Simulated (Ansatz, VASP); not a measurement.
## BN: VASP beside Ansatz

The input INCAR:

```
SYSTEM = BN
ALGO = Normal
EDIFF = 1E-6
ENCUT = 520
GGA = RP
ISIF = 2
ISMEAR = 0
LASPH = .True.
LCHARG = .False.
LREAL = .False.
LWAVE = .False.
NBANDS = 16
NELM = 80
PREC = Accurate
SIGMA = 0.1
```

Contents of KPOINTS:

```
k-points
0
Gamma
  6 6 4
  0 0 0
```

The input POSCAR:

```
BN
1.0
    2.5539396017      0.0000000000      0.0000000000
   -1.2769698009      2.2117765748      0.0000000000
    0.0000000000      0.0000000000      4.2268550000
B N
2 2
Direct
    0.6666666667      0.3333333333      0.9997240000
    0.3333333333      0.6666666667      0.4997240000
    0.6666666667      0.3333333333      0.6252760000
    0.3333333333      0.6666666667      0.1252760000
```

Input for Ansatz:

```yaml
crystal:
  lattice:
    - [2.5539396017, 0.0, 0.0]
    - [-1.2769698009, 2.2117765748, 0.0]
    - [0.0, 0.0, 4.226855]
  atoms:
    - { symbol: B, position: [0.6666666667, 0.3333333333, 0.999724] }
    - { symbol: B, position: [0.3333333333, 0.6666666667, 0.499724] }
    - { symbol: "N", position: [0.6666666667, 0.3333333333, 0.625276] }
    - { symbol: "N", position: [0.3333333333, 0.6666666667, 0.125276] }
basis:
  ecutwfc: 420
kpoints:
  mp_grid: { grid: [6, 6, 4] }
hamiltonian:
  xc: rpbe
scf:
  occupations: { method: gaussian, width: 0.1 }
output:
  forces: true
  stress: true
  eigenvalues: true
```

Alike in both runs: task single point; functional RPBE; k mesh 6 × 6 × 4; occupations gaussian, width 0.1 eV; no spin polarisation.

|  | VASP | Ansatz |
| --- | --- | --- |
| version | VASP 6.6.1 | Ansatz 0.2.0 |
| potentials or method | VASP PAW PBE potentials, release 64 (B, N), cutoff 520 eV | scalar-relativistic, plane waves, PAW |
| valence electrons in the cell | 16 | 16 |

Ansatz gave:

```
gap on the k mesh at the Fermi level (eV)                     : 5.29
least direct gap on the mesh (eV)                             : 8.32
pressure (GPa)                                                : 5.8
traceless stress, the component that is largest in VASP (GPa) : -0.71
rms of the force components (eV/Å)                            : 0.010
```

**Question.** Which values does VASP return?

**Answer.** gap on the k mesh at the Fermi level (eV): 5.27; least direct gap on the mesh (eV): 8.31; pressure (GPa): 6.0; traceless stress, the component that is largest in VASP (GPa): -0.73; rms of the force components (eV/Å): 0.009.

VASP's potentials were made for PBE, not for RPBE. Atom by atom the forces differ by 0.001 eV/Å (rms over components). The functional is the same, so the differences come from potentials, cutoffs and numerics.

The k mesh is coarse, so the values compare programs but aren't converged.
